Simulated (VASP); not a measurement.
Crystal: HfIn4SiO6.

```
Hf In Si O
1.0
     2.71585   -4.70357    0.00833
     2.71585    4.70357    0.00833
    -1.87915    0.00000    7.40127
Hf In Si O
1 4 1 6
Direct
  0.78835 0.21165 0.00000
  0.62175 0.37825 0.50000
  0.45502 0.54498 0.00000
  0.28407 0.71593 0.50000
  0.95814 0.04186 0.50000
  0.12168 0.87832 0.00000
  0.06219 0.11415 0.86666
  0.88585 0.93781 0.13334
  0.79490 0.53784 0.86663
  0.46216 0.20510 0.13337
  0.15352 0.62879 0.13333
  0.37121 0.84648 0.86667
```

Base run:

| Property | Result |
| --- | --- |
| Program | VASP 6.6.1 |
| Functional | PBE |
| Potentials or basis | VASP PAW PBE potentials, release 64 (Hf_pv, In_d, Si, O) |
| Cutoff | 520 eV |
| k mesh | 4 × 4 × 3 |
| Occupations | fermi-dirac, width 0.05 eV |
| Spin | no spin polarisation |
| Hubbard terms | Hf d U = 3.0 eV |

Its results: band gap on the k mesh zero (bands 51 and 52 overlap by 1.18 eV); pressure 0.6 GPa; largest force 0.177 eV/Å.

**Question.** The run is repeated on the same cell with these changes: hubbard terms from Hf d U = 3.0 eV to none. What comes out?

**Answer.** Band gap on the k mesh zero (bands 51 and 52 overlap by 1.16 eV); pressure -0.8 GPa; largest force 0.172 eV/Å.

Caveats: spin-orbit coupling is left out, which moves the levels of the heavy elements; U without spin polarisation on a metal has little footing (at least some runs).
